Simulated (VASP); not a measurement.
Set up this calculation in VASP 6.6.1, as the native input.

| Item | Value |
| --- | --- |
| Task | single point |
| Functional | r2SCAN |
| Potentials or basis | VASP PAW PBE potentials, release 64 (Al, Ga_d, N) |
| Cutoff | 520 eV |
| k mesh | 8 × 8 × 6 |
| Occupations | gaussian, width 0.02 eV |
| Spin | no spin polarisation |
| Dipole correction | no |
| Further INCAR settings | ALGO = Normal; EDIFF = 1e-06; NBANDS = 21 |

The system is AlGaN2.

```xyz
4
Lattice="3.2013 0.0000 0.0000 0.0000 3.2013 0.0000 0.0000 0.0000 4.3239" Properties=species:S:1:pos:R:3 pbc="T T T"
Al    1.6006    1.6006    2.1619
Ga    0.0000    0.0000    0.0000
N     1.6006    0.0000    3.1929
N     0.0000    1.6006    1.1310
```

The input as run:

POSCAR

```
AlGaN2
1.0
    3.2012969537      0.0000000000      0.0000000000
    0.0000000000      3.2012969537      0.0000000000
    0.0000000000      0.0000000000      4.3238891870
Al Ga N
1 1 2
Direct
    0.5000000000      0.5000000000      0.5000000000
    0.0000000000      0.0000000000      0.0000000000
    0.5000000000      0.0000000000      0.7384412897
    0.0000000000      0.5000000000      0.2615587103
```

INCAR.step1

```
SYSTEM = AlGaN2
  ALGO = Normal
  EDIFF = 1E-4
  ENCUT = 520
  GGA = PE
  ISMEAR = 0
  LASPH = .True.
  LCHARG = .False.
  LREAL = .False.
  LWAVE = .True.
  NBANDS = 21
  NELM = 80
  PREC = Accurate
  SIGMA = 0.02
```

INCAR.step2

```
SYSTEM = AlGaN2
  ALGO = Normal
  EDIFF = 1E-6
  ENCUT = 520
  ISIF = 2
  ISMEAR = 0
  ISTART = 1
  LASPH = .True.
  LCHARG = .False.
  LMIXTAU = .True.
  LREAL = .False.
  LWAVE = .False.
  METAGGA = R2SCAN
  NBANDS = 21
  NELM = 80
  PREC = Accurate
  SIGMA = 0.02
```

KPOINTS

```
k-points
0
Gamma
  8 8 6
  0 0 0
```

Potentials or basis: VASP PAW PBE potentials, release 64 (Al, Ga_d, N).

Command:

```console
$ cat potpaw_PBE.64/Al/POTCAR potpaw_PBE.64/Ga_d/POTCAR potpaw_PBE.64/N/POTCAR > POTCAR
$ cp INCAR.step1 INCAR
$ mpirun -np 1 vasp_std > vasp.out
$ cp INCAR.step2 INCAR
$ mpirun -np 1 vasp_std > vasp.out
```

Results of the run:

```yaml
Pressure: -3.3 GPa
Largest_force: 0.084 eV/Å
Band_gap_on_the_k_mesh: 3.29 eV
```

Caveat: the cell stands under tension; the PAW data sets were made with another functional, which shifts forces and pressure a little.

Wall time 3 min on 1 thread of Intel(R) Xeon(R) Platinum 8259CL CPU @ 2.50GHz (Skylake/Cascade Lake) (shared host), peak memory 0.19 GiB.
